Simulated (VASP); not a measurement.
The system is Al2O3.

```xyz
10
Lattice="4.6138 0.0000 0.0000 0.0000 9.5633 0.0000 0.0000 0.0000 3.1199" Properties=species:S:1:pos:R:3 pbc="T T T"
Al    4.5352    7.8856    0.0000
Al    0.0785    1.6777    0.0000
Al    2.2283    6.4593    1.5599
Al    2.3854    3.1040    1.5599
O     2.3069    4.7816    1.5599
O     0.5704    7.2016    1.5599
O     1.7365    2.4200    0.0000
O     2.8773    7.1433    0.0000
O     0.0000    0.0000    0.0000
O     4.0434    2.3617    1.5599
```

| Item | Value |
| --- | --- |
| Program | VASP 6.6.1 |
| Task | relaxation of cell and atoms |
| Functional | PBE |
| Dispersion | D3(BJ) |
| Potentials or basis | VASP PAW PBE potentials, release 64 (Al, O) |
| Cutoff | 600 eV |
| k mesh | 6 × 3 × 9 |
| Occupations | fermi-dirac, width 0.05 eV |
| Spin | no spin polarisation |

At the start: pressure -2.0 GPa; volume 13.77 Å³/atom.

Question: How do energy, volume and symmetry change on relaxing?

Answer: Over 53 steps the energy falls by 22.5 meV/atom and the volume is 13.12 Å³/atom (-4.7 %); space group Pnnm (No. 58, to 0.1 Å) before and after.

Step by step:
```tsv
step	energy change (eV)	largest force (eV/Å)	pressure (GPa)	volume (Å³)
1	0.0000	0.1925	-1.99	137.66
3	-0.0428	0.2485	0.81	134.83
5	-0.0626	0.2698	0.95	134.99
7	-0.0701	0.0941	-0.14	135.86
9	-0.0791	0.1898	-0.12	136.15
11	-0.0843	0.0563	0.00	136.15
13	-0.0853	0.1384	-0.08	136.16
15	-0.0860	0.1308	-0.04	136.14
17	-0.0890	0.1002	0.10	136.06
19	-0.0940	0.1205	0.64	135.74
21	-0.0982	0.1336	0.23	136.18
23	-0.0997	0.1953	-0.19	136.65
25	-0.1101	0.1757	-0.24	136.99
27	-0.1440	0.2008	-1.16	138.55
29	-0.1480	0.2663	-1.57	138.95
31	-0.1614	0.1173	-1.14	138.56
33	-0.1768	0.5281	-0.08	136.81
35	-0.1839	0.3407	-0.19	136.90
37	-0.1741	0.3547	-1.75	134.32
39	-0.1960	0.0801	-0.62	135.64
41	-0.2056	0.1222	0.01	134.40
43	-0.2119	0.2354	0.87	132.36
45	-0.2197	0.0484	0.17	130.56
47	-0.2230	0.0630	0.04	131.27
49	-0.2242	0.0461	-0.14	131.37
51	-0.2245	0.0440	-0.15	131.37
53	-0.2249	0.0074	-0.01	131.21
```

Final structure:
```
CELL_PARAMETERS angstrom
4.53704 0.00000 0.00000
0.00000 9.60484 0.00000
0.00000 0.00000 3.01088
ATOMIC_POSITIONS crystal
Al 0.11918 0.83427 0.00000
Al 0.88082 0.16573 0.00000
Al 0.61918 0.66573 0.50000
Al 0.38082 0.33427 0.50000
O 0.50000 0.50000 0.50000
O 0.31243 0.78681 0.50000
O 0.18757 0.28681 0.00000
O 0.81243 0.71319 0.00000
O 0.00000 0.00000 0.00000
O 0.68757 0.21319 0.50000
```
